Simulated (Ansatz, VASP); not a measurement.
# Mg2Si3 in VASP and in Ansatz

File INCAR:

```
SYSTEM = Mg2Si3
PREC     = Accurate       ! precision mode
ENCUT    = 600            ! plane-wave cutoff, eV
EDIFF    = 1E-6           ! SCF threshold, eV
ISMEAR   = 0              ! smearing method
SIGMA    = 0.1            ! smearing width, eV
LREAL    = .FALSE.        ! projectors in reciprocal space
LASPH    = .TRUE.         ! aspherical terms in the spheres
NELM     = 80             ! most SCF steps
ALGO     = Normal         ! electronic algorithm
ISIF     = 3              ! what is computed and relaxed
LWAVE    = .FALSE.        ! write WAVECAR
LCHARG   = .FALSE.        ! write CHGCAR
GGA      = PE             ! functional
IBRION   = 2              ! ionic algorithm
NSW      = 100            ! ionic steps
EDIFFG   = -0.01          ! ionic threshold
```

Contents of KPOINTS:

```
Automatic mesh
0
G
  12 12 12
  0 0 0
```

POSCAR

```
Mg2Si3
1.0
    1.7951489417      1.0364297247      8.8787443068
   -1.7951489417      1.0364297247      8.8787443068
    0.0000000000     -2.0728594495      8.8787443068
Mg Si
2 3
Direct
    0.4030506352      0.4030506352      0.4030506352
    0.5969493648      0.5969493648      0.5969493648
    0.0000000000      0.0000000000      0.0000000000
    0.1867620391      0.1867620391      0.1867620391
    0.8132379609      0.8132379609      0.8132379609
```

Input for Ansatz:

```yaml
crystal:
  lattice:
    - [1.7951489417, 1.0364297247, 8.8787443068]
    - [-1.7951489417, 1.0364297247, 8.8787443068]
    - [0.0, -2.0728594495, 8.8787443068]
  atoms:
    - { symbol: Mg, position: [0.4030506352, 0.4030506352, 0.4030506352] }
    - { symbol: Mg, position: [0.5969493648, 0.5969493648, 0.5969493648] }
    - { symbol: Si, position: [0.0, 0.0, 0.0] }
    - { symbol: Si, position: [0.1867620391, 0.1867620391, 0.1867620391] }
    - { symbol: Si, position: [0.8132379609, 0.8132379609, 0.8132379609] }
basis:
  ecutwfc: 420
kpoints:
  mp_grid: { grid: [12, 12, 12] }
hamiltonian:
  xc: pbe
scf:
  occupations: { method: gaussian, width: 0.1 }
output:
  forces: true
  stress: true
  eigenvalues: true
relax:
  adjacent_minimum: "off"
  f_tol: 0.01
  max_steps: 80
  cell: { stress_tol: 0.05 }
```

Alike in both runs: task relaxation of cell and atoms; functional PBE; k mesh 12 × 12 × 12; occupations gaussian, width 0.1 eV; no spin polarisation.

```csv
,VASP,Ansatz
version,VASP 6.6.1,Ansatz 0.2.0
potentials or method,"VASP PAW PBE potentials, release 64 (Mg, Si), cutoff 600 eV","scalar-relativistic, plane waves, PAW"
valence electrons in the cell,16,32
```

```tsv
	VASP	Ansatz	Ansatz less VASP
gap on the k mesh at the Fermi level, each at its own relaxed structure (eV)	none	none	-
relaxed volume (Å³/atom)	19.75	19.79	+0.044
relaxed length of the cell vector where the two differ most in proportion (Å)	9.241	9.248	+0.0068
```

A gap of «none» marks a metal or a gap that the smearing closes. VASP's potentials hold 16 valence electrons a cell and Ansatz's 32, so a difference there can come from the potentials and not from the codes.
